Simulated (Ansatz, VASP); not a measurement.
## Se: VASP beside Ansatz

INCAR

```
PREC     = Accurate       # precision mode
ENCUT    = 520            # plane-wave cutoff, eV
EDIFF    = 1E-6           # SCF threshold, eV
ISMEAR   = -1             # smearing method
SIGMA    = 0.03           # smearing width, eV
LREAL    = False          # projectors in reciprocal space
LASPH    = True           # aspherical terms in the spheres
NELM     = 100            # most SCF steps
ALGO     = Normal         # electronic algorithm
ISIF     = 2              # what is computed and relaxed
LWAVE    = False          # write WAVECAR
LCHARG   = False          # write CHGCAR
NBANDS   = 16             # bands
```

Contents of KPOINTS:

```
Automatic mesh
0
Gamma
  6 6 5
```

Contents of POSCAR:

```
Se
1.0
    4.2770688178      0.0000000000      0.0000000000
   -2.1385344090      3.7040502500      0.0000000000
    0.0000000000      0.0000000000      4.8524777481
Se
3
Direct
    0.2254000000      0.0000000000      0.3333333333
    0.0000000000      0.2254000000      0.6666666667
    0.7746000000      0.7746000000      0.0000000000
```

Input for Ansatz:

```yaml
crystal:
  lattice:
    - [4.2770688178, 0.0, 0.0]
    - [-2.138534409, 3.70405025, 0.0]
    - [0.0, 0.0, 4.8524777481]
  atoms:
    - { symbol: Se, position: [0.2254, 0.0, 0.3333333333] }
    - { symbol: Se, position: [0.0, 0.2254, 0.6666666667] }
    - { symbol: Se, position: [0.7746, 0.7746, 0.0] }
kpoints:
  mp_grid: { grid: [6, 6, 5] }
  band_path:
    path:
      - [0.0, 0.0, 0.0]
      - [0.5, 0.0, 0.0]
      - [0.3333333333, 0.3333333333, 0.0]
      - [0.0, 0.0, 0.0]
      - [0.0, 0.0, 0.5]
      - [0.5, 0.0, 0.5]
      - [0.3333333333, 0.3333333333, 0.5]
      - [0.0, 0.0, 0.5]
      - [0.5, 0.0, 0.5]
    npoints: 5
scf:
  occupations: { method: fermi_dirac, width: 0.03 }
hamiltonian:
  xc: lda
  pseudopotentials: { kind: all_electron, lapw: { basis_error: 0.0005 } }
output:
  forces: true
  stress: true
  eigenvalues: true
```

Change from the starting cell: volume scaled by 0.94.

Alike in both runs: task single point; functional LDA; k mesh 6 × 6 × 5; occupations fermi-dirac, width 0.03 eV; no spin polarisation.

```csv
,VASP,Ansatz
version,VASP 6.6.1,Ansatz 0.2.0
potentials or method,"VASP PAW LDA potentials, release 64 (Se), cutoff 520 eV","all-electron LAPW, scalar-relativistic"
```

Ansatz gave:

- gap on the k mesh at the Fermi level (eV): 1.15
- pressure (GPa): 2.6
- traceless stress, the component that is largest in VASP (GPa): 2.41
- rms of the force components (eV/Å): 0.512

Q: Which values does VASP return?

A: gap on the k mesh at the Fermi level (eV): 1.14; pressure (GPa): 2.9; traceless stress, the component that is largest in VASP (GPa): 2.52; rms of the force components (eV/Å): 0.550.

LDA's correlation is that of Perdew and Zunger in VASP and of Perdew and Wang (1992) in Ansatz. Atom by atom the forces differ by 0.038 eV/Å (rms over components). Ansatz ran all-electron here, and VASP with PAW potentials.
